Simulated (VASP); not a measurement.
# Ti3H in VASP: single point with PBE

Aim: the single point of Ti3H with PBE.

Everything below comes from runs of VASP 6.6.1. Logs are shortened: lines on timing, memory, paths and dates and some standing lists are left out, and cuts for length are marked.

## Step 1: The cell of the first run

The cell holds a slab with vacuum, 4 atoms: a = 2.908 Å, b = 2.908 Å, c = 21.494 Å, α = 90.00°, β = 90.00°, γ = 120.00°.

## Step 2: Single point, PBE, collinear spin

File INCAR:

```
SYSTEM = Ti3H
  PREC = Accurate
  ENCUT = 520
  EDIFF = 1E-7
  ISMEAR = 0
  SIGMA = 0.1
  LREAL = .False.
  LASPH = .True.
  NELM = 150
  ALGO = Normal
  ISIF = 2
  LWAVE = .False.
  LCHARG = .False.
  ISPIN = 2
  MAGMOM = 0 0 0 1
  LORBIT = 11
  LMAXMIX = 4
  LDIPOL = .True.
  IDIPOL = 3
  DIPOL = 0.5 0.5 0.341
  GGA = PE
  NBANDS = 30
```

File KPOINTS:

```
Automatic mesh
0
Gamma
  9 9 1
  0 0 0
```

File POSCAR:

```
Ti3H
1.0
    2.9075446931      0.0000000000      0.0000000000
   -1.4537723466      2.5180075669      0.0000000000
    0.0000000000      0.0000000000     21.4935258482
Ti H
3 1
Direct
    0.6666666667      0.3333333333      0.1861025514
    0.3333333333      0.6666666667      0.2906380206
    0.0000000000      0.0000000000      0.3951667078
    0.0000000000      0.0000000000      0.4914747782
```

Potentials or basis: VASP PAW PBE potentials, release 64 (Ti_sv, H).

Started as:

```sh
$ cat potpaw_PBE.64/Ti_sv/POTCAR potpaw_PBE.64/H/POTCAR > POTCAR
$ mpirun -np 1 vasp_std > vasp.out
```

OUTCAR:

```text
SYSTEM = Ti3H
   PREC = Accurate
   ENCUT = 520
   EDIFF = 1E-7
   ISMEAR = 0
   LREAL = .False.
   LASPH = .True.
   NELM = 150
   ISIF = 2
   ISPIN = 2
   LORBIT = 11
   GGA = PE

 ion  position               nearest neighbor table
   1  0.667  0.333  0.186-   2 2.80   2 2.80   2 2.80
   2  0.333  0.667  0.291-   3 2.80   3 2.80   3 2.80   1 2.80   1 2.80   1 2.80
   3  0.000  0.000  0.395-   2 2.80   2 2.80   2 2.80
   4  0.000  0.000  0.491-

  LATTYP: Found a hexagonal cell.
 ALAT       =     2.9075446931
 C/A-ratio  =     7.3923286198

  Lattice vectors:

 A1 = (   2.9075446931,   0.0000000000,   0.0000000000)
 A2 = (  -1.4537723466,   2.5180075669,   0.0000000000)
 A3 = (   0.0000000000,   0.0000000000,  21.4935258482)

Analysis of symmetry for initial positions (statically):
=====================================================================
 Subroutine PRICEL returns:
 Original cell was already a primitive cell.

 Routine SETGRP: Setting up the symmetry group for a
 hexagonal supercell.

 Subroutine GETGRP returns: Found  6 space group operations
 (whereof  6 operations were pure point group operations)
 out of a pool of 24 trial point group operations.

The static configuration has the point symmetry C_3v.

Analysis of symmetry for dynamics (positions and initial velocities):
=====================================================================
 Subroutine PRICEL returns:
 Original cell was already a primitive cell.

 Routine SETGRP: Setting up the symmetry group for a
 hexagonal supercell.

 Subroutine GETGRP returns: Found  6 space group operations
 (whereof  6 operations were pure point group operations)
 out of a pool of 24 trial point group operations.

The dynamic configuration has the point symmetry C_3v.

Analysis of structural, dynamic, and magnetic symmetry:
=====================================================================
 Subroutine PRICEL returns:
 Original cell was already a primitive cell.

 Routine SETGRP: Setting up the symmetry group for a
 hexagonal supercell.

 Subroutine GETGRP returns: Found  6 space group operations
 (whereof  6 operations were pure point group operations)
 out of a pool of 24 trial point group operations.

The overall configuration has the point symmetry C_3v.

 Subroutine INISYM returns: Found  6 space group operations
 (whereof  6 operations are pure point group operations),
 and found     1 'primitive' translations

----------------------------------------------------------------------------------------

                                     Primitive cell

  volume of cell :     157.3588

  direct lattice vectors                    reciprocal lattice vectors
     2.907544693  0.000000000  0.000000000     0.343932804  0.198569697  0.000000000
    -1.453772347  2.518007567  0.000000000     0.000000000  0.397139394  0.000000000
     0.000000000  0.000000000 21.493525848     0.000000000  0.000000000  0.046525638

  length of vectors
     2.907544693  2.907544693 21.493525848     0.397139394  0.397139394  0.046525638

  position of ions in fractional coordinates (direct lattice)
     0.666666667  0.333333333  0.186102551
     0.333333333  0.666666667  0.290638021
     0.000000000  0.000000000  0.395166708
     0.000000000  0.000000000  0.491474778

  ion indices of the primitive-cell ions
   primitive index   ion index
                 1           1
                 2           2
                 3           3
                 4           4

----------------------------------------------------------------------------------------

 KPOINTS: Automatic mesh

Automatic generation of k-mesh.
 Grid dimensions read from file:
 generate k-points for:    9    9    1

 Generating k-lattice:

  Cartesian coordinates                     Fractional coordinates (reciprocal lattice)
     0.038214756  0.022063300  0.000000000     0.111111111 -0.000000000  0.000000000
     0.000000000  0.044126599  0.000000000     0.000000000  0.111111111  0.000000000
     0.000000000  0.000000000  0.046525638     0.000000000  0.000000000  1.000000000

  Length of vectors
     0.044126599  0.044126599  0.046525638

  Shift w.r.t. Gamma in fractional coordinates (k-lattice)
     0.000000000  0.000000000  0.000000000

 Subroutine IBZKPT returns following result:
 ===========================================

 Found     12 irreducible k-points:

 Following reciprocal coordinates:
            Coordinates               Weight
  0.000000  0.000000  0.000000      1.000000
  0.111111  0.000000  0.000000      6.000000
  0.222222  0.000000  0.000000      6.000000
  0.333333  0.000000  0.000000      6.000000
  0.444444  0.000000  0.000000      6.000000
  0.111111  0.111111  0.000000      6.000000
  0.222222  0.111111  0.000000     12.000000
  0.333333  0.111111  0.000000     12.000000
  0.444444  0.111111  0.000000      6.000000
  0.222222  0.222222  0.000000      6.000000
  0.333333  0.222222  0.000000     12.000000
  0.333333  0.333333  0.000000      2.000000
   k-points           NKPTS =     12   k-points in BZ     NKDIM =     12   number of bands    NBANDS=     30
   number of dos      NEDOS =    301   number of ions     NIONS =      4
   total plane-waves  NPLWV =  92160
   dimension x,y,z NGX =    24 NGY =   24 NGZ =  160
   dimension x,y,z NGXF=    48 NGYF=   48 NGZF=  320
   ions per type =               3   1
   NGX,Y,Z   is equivalent  to a cutoff of  13.72, 13.72, 12.38 a.u.
   NGXF,Y,Z  is equivalent  to a cutoff of  27.45, 27.45, 24.75 a.u.
 SYSTEM =  Ti3H
   PREC   = accura    normal or accurate (medium, high low for compatibility)
   ISTART =      0    job   : 0-new  1-cont  2-samecut
   ICHARG =      2    charge: 1-file 2-atom 10-const
   ISPIN  =      2    spin polarized calculation?
   LNONCOLLINEAR =      F non collinear calculations
   LSORBIT =      F    spin-orbit coupling
   LASPH  =      T    aspherical Exc in radial PAW
   ENCUT  =  520.0 eV  38.22 Ry    6.18 a.u.   5.41  5.41 39.96*2*pi/ulx,y,z
   NELM   =    150;   NELMIN=  2; NELMDL= -5     # of ELM steps
   EDIFF  = 0.1E-06   stopping-criterion for ELM
   LREAL  =      F    real-space projection
   EDIFFG = 0.1E-05   stopping-criterion for IOM
   NSW    =      0    number of steps for IOM
   IBRION =     -1    ionic relax: 0-MD 1-quasi-New 2-CG
   NFREE  =      0    steps in history (QN), initial steepest desc. (CG)
   ISIF   =      2    stress and relaxation
   ISYM   =      2    0-nonsym 1-usesym 2-fastsym
   POTIM  = 0.5000    time-step for ionic-motion
   TEBEG  =    0.0;   TEEND  =   0.0 temperature during run
   PSTRESS=    0.0 pullay stress
   NELECT =      37.0000    total number of electrons
   NUPDOWN=      -1.0000    fix difference up-down
   EMIN   =  10.00;   EMAX   =-10.00  energy-range for DOS
   EFERMI =   0.00;   METHOD = LEGACY
   ISMEAR =     0;   SIGMA  =   0.10  broadening in eV -4-tet -1-fermi 0-gaus
   EFERMI_NEDOS =   21; number of points for ismear=-14 and -15
   IALGO  =     38    algorithm
   IMIX   =      4    mixing-type and parameters
     AMIX     =   0.40;   BMIX     =  1.00
     AMIX_MAG =   1.60;   BMIX_MAG =  1.00
  volume/ion in A,a.u.               =      39.34       265.48
  Fermi-wavevector in a.u.,A,eV,Ry     =   1.010443  1.909460 13.891474  1.020995
  Thomas-Fermi vector in A             =   2.143432
   LORBIT       =     11    0 simple, 1 ext, 2 COOP (PROOUT), +10 PAW based schemes
   GGA     = PE    functional components
   LHFCALC =     F    Hartree Fock is set to
   AEXX    =    0.0000 exact exchange contribution
   IVDW    =     0    specifies the selected vdW correction
   LEPSILON=     F    determine dielectric tensor
   LRPA    =     F    only Hartree local field effects (RPA)
 spin polarized calculation
 Gauss-broadening in eV      SIGMA  =   0.10
  energy-cutoff  :      520.00
  volume of cell :      157.36
 maximum number of plane-waves:      4315
 NGX is ok and might be reduce to    24
   NGX = 11   NGY = 11   NGZ = 79

 dipolmoment           0.000000      0.000000     -0.279821 electrons x Angstroem

 number of electron      36.9999991 magnetization       0.0000776

 dipolmoment           0.000000      0.000000      0.076120 electrons x Angstroem

 Free energy of the ion-electron system (eV)
  ---------------------------------------------------
  ext. energy  EPLUGINS =         0.00000000
  ---------------------------------------------------
  free energy    TOTEN  =       -24.23141443 eV

  energy without entropy =      -24.19526025  energy(sigma->0) =      -24.21333734

 E-fermi :  -0.7037     XC(G=0):  -4.9680

 val. band max:       -0.7330159499   @ k =   0.2222   0.1111   0.0000
 cond. band min:      -0.6981856049   @ k =   0.3333   0.2222   0.0000
 fundamental gap:      0.0348303450
 Fermi energy:        -0.7036872310

 spin component 1

 k-point     1 :       0.0000    0.0000    0.0000
  band No.  band energies     occupation
      1     -57.6724      1.00000
      2     -57.5676      1.00000
      3     -57.3726      1.00000
      4     -34.1006      1.00000
      5     -33.8733      1.00000
      6     -33.6431      1.00000
[... 385 lines left out ...]
     29       5.8336      0.00000
     30       5.8399      0.00000
 Fermi energy:        -0.7036872310

 spin component 2

 k-point     1 :       0.0000    0.0000    0.0000
  band No.  band energies     occupation
      1     -57.6724      1.00000
      2     -57.5675      1.00000
      3     -57.3726      1.00000
      4     -34.1006      1.00000
      5     -33.8733      1.00000
      6     -33.6430      1.00000
[... 385 lines left out ...]
     29       5.8336      0.00000
     30       5.8399      0.00000

------------------------ aborting loop because EDIFF is reached ----------------------------------------

 vacuum level on the upper side and lower side of the slab       (xc-potential included)         0.866        -0.979

  FORCE on cell =-STRESS in cart. coord.  units (eV):
  Direction    XX          YY          ZZ          XY          YZ          ZX
  --------------------------------------------------------------------------------------
  -------------------------------------------------------------------------------------
  Total       -0.3518207     -0.3518207     -2.0776939      0.0000000      0.0000000      0.0000000
  in kB       -3.5821259     -3.5821259    -21.1544166      0.0000000      0.0000000      0.0000000
  external PRESSURE =      -9.4395562 kB  Pullay stress =       0.0000000 kB

 VOLUME and BASIS-vectors are now :
 -----------------------------------------------------------------------------
  energy-cutoff  :      520.00
  volume of cell :      157.36
      direct lattice vectors                 reciprocal lattice vectors
     2.907544693  0.000000000  0.000000000     0.343932804  0.198569697  0.000000000
    -1.453772347  2.518007567  0.000000000     0.000000000  0.397139394  0.000000000
     0.000000000  0.000000000 21.493525848     0.000000000  0.000000000  0.046525638

 POSITION                                       TOTAL-FORCE (eV/Angst)
 -----------------------------------------------------------------------------------
      1.45377      0.83934      4.00000         0.000000      0.000000      0.144692
     -0.00000      1.67867      6.24684        -0.000000      0.000000     -0.667191
      0.00000      0.00000      8.49353        -0.000000     -0.000000      1.924924
      0.00000      0.00000     10.56353        -0.000000      0.000000     -1.402425
 -----------------------------------------------------------------------------------
    total drift:                               -0.000000     -0.000000      0.000026

  FREE ENERGIE OF THE ION-ELECTRON SYSTEM (eV)
  ---------------------------------------------------
  free  energy   TOTEN  =       -24.2314144268 eV

  energy  without entropy=      -24.1952602519  energy(sigma->0) =      -24.21333734

 vacuum level on the upper side and lower side of the slab         5.686         3.756

 total charge

# of ion       s       p       d       tot
------------------------------------------
    1        2.256   6.067   1.925  10.249
    2        2.259   6.132   1.916  10.306
    3        2.250   6.088   1.897  10.236
    4        0.425   0.003   0.000   0.428
--------------------------------------------------
tot          7.191  18.289   5.739  31.219

 magnetization (x)

# of ion       s       p       d       tot
------------------------------------------
    1        0.000   0.000   0.000   0.000
    2       -0.000   0.000  -0.000  -0.000
    3        0.000   0.000   0.000   0.000
    4       -0.000   0.000   0.000  -0.000
--------------------------------------------------
tot         -0.000   0.000   0.000   0.000
```

It took 13 min on 1 thread of Intel Xeon 8259CL, shared host; peak memory 0.41 GiB.

What came out:

| Item | Value |
| --- | --- |
| Free energy | -24.2314 eV |
| Largest force | 1.925 eV/Å |
| Net moment | 0.00 μB per cell |
| Valence electrons inside the program's atomic spheres | Ti 10.25, 10.31, 10.24; H 0.43 |

Forces on the atoms (eV/Å):
```
Ti   0.000  0.000  0.145
Ti   0.000  0.000 -0.667
Ti   0.000  0.000  1.925
H    0.000  0.000 -1.402
```
